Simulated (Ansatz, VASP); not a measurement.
**Two plane-wave programs on SiC**

```
CELL_PARAMETERS angstrom
3.01756 0.00000 0.00000
-1.50878 2.61329 0.00000
0.00000 0.00000 14.80666
ATOMIC_POSITIONS crystal
Si 0.00000 0.00000 0.12504
Si 0.00000 0.00000 0.62504
Si 0.33333 0.66667 0.29184
Si 0.66667 0.33333 0.79179
Si 0.33333 0.66667 0.95833
Si 0.66667 0.33333 0.45829
C 0.00000 0.00000 0.99871
C 0.00000 0.00000 0.50066
C 0.33333 0.66667 0.16774
C 0.66667 0.33333 0.66592
C 0.33333 0.66667 0.83425
C 0.66667 0.33333 0.33238
```

Change from the starting cell: mode 32 frozen in at -0.015 Å, equal normal strain along x, y and z -0.0250.

Alike in both runs: task single point; functional PBE; k mesh 12 × 12 × 2; occupations gaussian, width 0.05 eV; no spin polarisation.

```csv
,VASP,Ansatz
version,VASP 6.6.1,Ansatz 0.2.0
potentials or method,"VASP PAW PBE potentials, release 64 (Si, C), cutoff 520 eV","scalar-relativistic, plane waves, PAW"
valence electrons in the cell,48,48
```

|  | VASP | Ansatz | Ansatz less VASP |
| --- | --- | --- | --- |
| gap on the k mesh at the Fermi level (eV) | 2.00 | 2.01 | +0.003 |
| least direct gap on the mesh (eV) | 3.12 | 3.12 | +0.006 |
| pressure (GPa) | 18.7 | 18.8 | +0.12 |
| traceless stress, the component that is largest in VASP (GPa) | -0.08 | -0.08 | -0.004 |
| rms of the force components (eV/Å) | 0.198 | 0.198 | +0.0004 |

Atom by atom the forces differ by 0.001 eV/Å (rms over components).
